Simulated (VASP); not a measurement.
BaTiO3, 5 atoms in the cell. The typed cell holds 5 atoms: a = 4.019 Å, b = 4.019 Å, c = 4.019 Å, α = 90.00°, β = 90.00°, γ = 90.00°.  This cell differs from its parent crystal: atoms moved at random.

```yaml
Program: VASP 6.6.1
Task: single point
Functional: PBE
Potentials_or_basis: VASP PAW PBE potentials, release 64 (Ba_sv, Ti_sv, O)
Cutoff: 520 eV
k_mesh: 8 × 8 × 8
Occupations: gaussian, width 0.05 eV
Spin: no spin polarisation
Dipole_correction: no
Further_INCAR_settings: ALGO = Normal; EDIFF = 1e-06; NBANDS = 28
```

Potentials or basis: VASP PAW PBE potentials, release 64 (Ba_sv, Ti_sv, O).

The run is started by

```bash
$ cat potpaw_PBE.64/Ba_sv/POTCAR potpaw_PBE.64/Ti_sv/POTCAR potpaw_PBE.64/O/POTCAR > POTCAR
$ mpirun -np 1 vasp_std > vasp.out
```

Hardware: 1 thread of Oxide Virtual Turin-like Processor, on a shared host.

Question: Estimate the wall time of this run.

Answer: Run time: 9.5 min on 1 thread of Oxide Virtual Turin-like Processor, with other jobs on the host, peak memory 0.49 GiB. Counts: scf iterations 15, k points 260.
